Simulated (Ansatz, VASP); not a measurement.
# TiO2: VASP beside Ansatz

```
Ti O
1.0
     2.95990    0.00000    0.00000
    -1.47995    2.56335    0.00000
     0.00000    0.00000    4.99089
Ti O
1 2
Direct
  0.00000 0.00000 0.00000
  0.66667 0.33333 0.80805
  0.33333 0.66667 0.19195
```

Alike in both runs: task relaxation of cell and atoms; functional PBEsol; k mesh 12 × 12 × 6; occupations gaussian, width 0.02 eV; no spin polarisation.

```csv
,VASP,Ansatz
version,VASP 6.6.1,Ansatz 0.2.0
potentials or method,"VASP PAW PBE potentials, release 64 (Ti_sv, O), cutoff 600 eV","scalar-relativistic, plane waves, PAW"
valence electrons in the cell,24,24
```

|  | VASP | Ansatz | Ansatz less VASP |
| --- | --- | --- | --- |
| gap on the k mesh at the Fermi level, each at its own relaxed structure (eV) | 2.63 | 2.68 | +0.045 |
| relaxed volume (Å³/atom) | 12.64 | 12.74 | +0.097 |
| relaxed cell length with the largest relative difference (Å) | 4.995 | 5.044 | +0.0488 |

VASP's potentials were made for PBE, not for PBEsol.
